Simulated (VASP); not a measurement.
Wanted: the native input for a VASP 6.6.1 run.

| Quantity | Value |
| --- | --- |
| Task | single point |
| Functional | PBE |
| Potentials or basis | VASP PAW PBE potentials, release 64 (B, Mo_sv, P) |
| Cutoff | 520 eV |
| k mesh | 4 × 4 × 4 |
| Occupations | gaussian, width 0.1 eV |
| Spin | no spin polarisation |
| Dipole correction | no |
| Further INCAR settings | ALGO = Normal; EDIFF = 1e-06; NBANDS = 32 |

The structure of B3MoP4 lies in POSCAR:

```
B3MoP4
1.0
    5.0555147100      0.0000000000      0.0000000000
    0.0000000000      5.0555147100      0.0000000000
    0.0000000000      0.0000000000      5.0555147100
B Mo P
3 1 4
Direct
    0.5000000000      0.0000000000      0.0000000000
    0.0000000000      0.5000000000      0.0000000000
    0.0000000000      0.0000000000      0.5000000000
    0.5000000000      0.5000000000      0.5000000000
    0.2904462700      0.2904462700      0.2904462700
    0.7095537300      0.7095537300      0.2904462700
    0.7095537300      0.2904462700      0.7095537300
    0.2904462700      0.7095537300      0.7095537300
```

The cell was generated, and may not be a known phase.

The input as run:

INCAR

```
ALGO = Normal ; EDIFF = 1E-6
ENCUT = 520 ; GGA = PE
ISIF = 2 ; ISMEAR = 0
LASPH = True ; LCHARG = False
LREAL = False ; LWAVE = False
NBANDS = 32 ; NELM = 80
PREC = Accurate ; SIGMA = 0.1
```

KPOINTS

```
k-points
0
Gamma
  4 4 4
```

Potentials or basis: VASP PAW PBE potentials, release 64 (B, Mo_sv, P).

The run is started by

```console
$ cat potpaw_PBE.64/B/POTCAR potpaw_PBE.64/Mo_sv/POTCAR potpaw_PBE.64/P/POTCAR > POTCAR
$ mpirun -np 1 vasp_std > vasp.out
```

It gave:

| Item | Value |
| --- | --- |
| Pressure | 33.1 GPa |
| Largest force | 19.811 eV/Å |
| Band gap on the k mesh | zero (an odd number of electrons rules out a gap without spin polarisation) |

Caveat: the cell stands under pressure; an odd number of electrons without spin polarisation forces a metal; a magnetic or distorted state may lie lower.

Wall time 68 s on 1 thread of Intel(R) Xeon(R) Platinum 8375C CPU @ 2.90GHz (Ice Lake) (shared host), peak memory 0.25 GiB.
